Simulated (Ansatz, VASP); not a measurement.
One calculation of MnO, two programs

```xyz
2
Lattice="0.0000 2.3595 2.3595 2.3595 0.0000 2.3595 2.3595 2.3595 0.0000" Properties=species:S:1:pos:R:3 pbc="T T T"
Mn    0.0000    0.0000    0.0000
O     1.1797    1.1797    1.1797
```

Change from the starting cell: volume scaled by 0.95, PAW files.

Alike in both runs: task electric field gradients; functional PBE; k mesh 14 × 14 × 14; occupations fermi-dirac, width 0.05 eV; collinear spin.

|  | VASP | Ansatz |
| --- | --- | --- |
| version | VASP 6.6.1 | Ansatz 0.2.0 |
| potentials or method | VASP PAW PBE potentials, release 64 (Mn_pv, O) | PAW with Ansatz's default frozen-core files, scalar-relativistic |
| plane-wave cutoff (eV) | 520 | 420 |
| valence electrons in the cell | 19 | 21 |

```tsv
	VASP	Ansatz	Ansatz less VASP
pressure (GPa)	6.2	5.7	-0.46
net moment per atom (μB)	2.47	2.47	0.000
size of the moment on the site where the two differ most (μB)	4.37	3.89	-0.476
```

Site moments also hang on the region over which each program counts them. VASP's potentials hold 19 valence electrons a cell and Ansatz's 21, so a difference there can come from the potentials and not from the codes.
